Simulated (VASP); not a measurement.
RbMgH2:

```
Rb Mg H
1.0
     4.60679    0.00000    0.00000
    -2.30340    3.98960    0.00000
     0.00000    0.00000    8.23937
Rb Mg H
2 2 4
Cartesian
  0.0000 0.0000 0.0000
  0.0000 0.0000 4.1197
  2.3034 1.3299 2.0598
  0.0000 2.6597 6.1795
  0.0000 0.0000 2.0598
  0.0000 0.0000 6.1795
  0.0000 2.6597 2.0598
  2.3034 1.3299 6.1795
```

The cell was built from a structure type or drawn by symmetry, and may not be a known phase.

- Program: VASP 6.6.1
- Task: relaxation of cell and atoms
- Functional: PBE
- Potentials or basis: VASP PAW PBE potentials, release 64 (Rb_sv, Mg, H)
- Cutoff: 600 eV
- k mesh: 6 × 6 × 2
- Occupations: gaussian, width 0.1 eV
- Spin: no spin polarisation

At the start: pressure 5.7 GPa; volume 18.93 Å³/atom.

Task: How do energy, volume and symmetry change on relaxing?

Result: Over 11 steps the energy falls by 377.8 meV/atom and the volume is 19.64 Å³/atom (+3.8 %); space group P6_3/mmc (No. 194, to 0.1 Å) before and after.

The path:
| step | energy change (eV) | largest force (eV/Å) | pressure (GPa) | volume (Å³) |
| --- | --- | --- | --- | --- |
| 1 | 0.0000 | 0.0000 | 5.69 | 151.43 |
| 2 | -1.4721 | 0.0000 | 1.75 | 166.03 |
| 3 | -2.2958 | 0.0000 | -1.75 | 187.60 |
| 4 | -2.3488 | 0.0000 | -2.26 | 193.23 |
| 5 | -2.3593 | 0.0000 | -2.51 | 196.61 |
| 6 | -2.6710 | 0.0000 | -2.15 | 184.43 |
| 7 | -2.9384 | 0.0000 | -1.26 | 169.23 |
| 8 | -2.8070 | 0.0000 | 3.42 | 139.70 |
| 9 | -3.0191 | 0.0000 | -0.17 | 158.88 |
| 10 | -3.0223 | 0.0000 | 0.18 | 156.34 |
| 11 | -3.0222 | 0.0000 | 0.07 | 157.12 |

Final structure:
```
Rb Mg H
1.0
     3.95652    0.00000    0.00000
    -1.97826    3.42645    0.00000
     0.00000    0.00000   11.58992
Rb Mg H
2 2 4
Direct
  0.00000 0.00000 0.00000
  0.00000 0.00000 0.50000
  0.66667 0.33333 0.25000
  0.33333 0.66667 0.75000
  0.00000 0.00000 0.25000
  0.00000 0.00000 0.75000
  0.33333 0.66667 0.25000
  0.66667 0.33333 0.75000
```

Caveat: the k points lie up to 0.31 Å⁻¹ apart in the final cell, too coarse for converged energies and pressures of a metal; a cell axis changed by over 15 % at a fixed basis, so the end point is rough.
